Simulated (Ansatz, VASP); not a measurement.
# Two plane-wave programs on Na

Contents of INCAR:

```
SYSTEM = Na
ALGO = Normal
EDIFF = 1E-6
ENCUT = 520
GGA = RE
ISIF = 2
ISMEAR = -1
LASPH = .True.
LCHARG = .False.
LREAL = .False.
LWAVE = .False.
NBANDS = 22
NELM = 100
PREC = Accurate
SIGMA = 0.1
```

KPOINTS

```
k-points
0
Gamma
  11 11 3
  0 0 0
```

The input POSCAR:

```
Na
1.0
    3.9248242068      0.0000000000      0.0000000000
   -1.9624121034      3.3989974684      0.0000000000
    0.0000000000      0.0000000000     12.7603260949
Na
4
Direct
    1.0000000000      1.0000000000      0.0000000000
    1.0000000000      1.0000000000      0.5000000000
    0.3333333333      0.6666666667      0.2500000000
    0.6666666667      0.3333333333      0.7500000000
```

Input for Ansatz:

```yaml
crystal:
  lattice:
    - [3.9248242068, 0.0, 0.0]
    - [-1.9624121034, 3.3989974684, 0.0]
    - [0.0, 0.0, 12.7603260949]
  atoms:
    - { symbol: Na, position: [1.0, 1.0, 0.0] }
    - { symbol: Na, position: [1.0, 1.0, 0.5] }
    - { symbol: Na, position: [0.3333333333, 0.6666666667, 0.25] }
    - { symbol: Na, position: [0.6666666667, 0.3333333333, 0.75] }
hamiltonian:
  xc: revpbe
  pseudopotentials:
    kind: paw
    azcp:
      Na: "pseudopotentials/Na.paw.azcp"
basis:
  ecutwfc: 420
  fft_grid_basis: typed
kpoints:
  mp_grid: { grid: [11, 11, 3], shift: [0, 0, 0] }
magnetization:
  spin_polarized: false
scf:
  occupations: { method: fermi_dirac, width: 0.1 }
  lower_state_search: "off"
output:
  stress: true
```

Alike in both runs: task single point; functional revPBE; k mesh 11 × 11 × 3; occupations fermi-dirac, width 0.1 eV; no spin polarisation.

|  | VASP | Ansatz |
| --- | --- | --- |
| version | VASP 6.6.1 | Ansatz 0.2.0 |
| potentials or method | VASP PAW PBE potentials, release 64 (Na_pv), cutoff 520 eV | plane waves (420 eV) with PAW, scalar-relativistic |
| valence electrons in the cell | 28 | 36 |

|  | VASP | Ansatz | Ansatz less VASP |
| --- | --- | --- | --- |
| pressure (GPa) | -0.4 | -0.4 | +0.01 |
| traceless stress, the component that is largest in VASP (GPa) | 0.10 | 0.10 | +0.003 |

VASP's potentials were made for PBE, not for revPBE. VASP's potentials hold 28 valence electrons a cell and Ansatz's 36, so a difference there can come from the potentials and not from the codes.
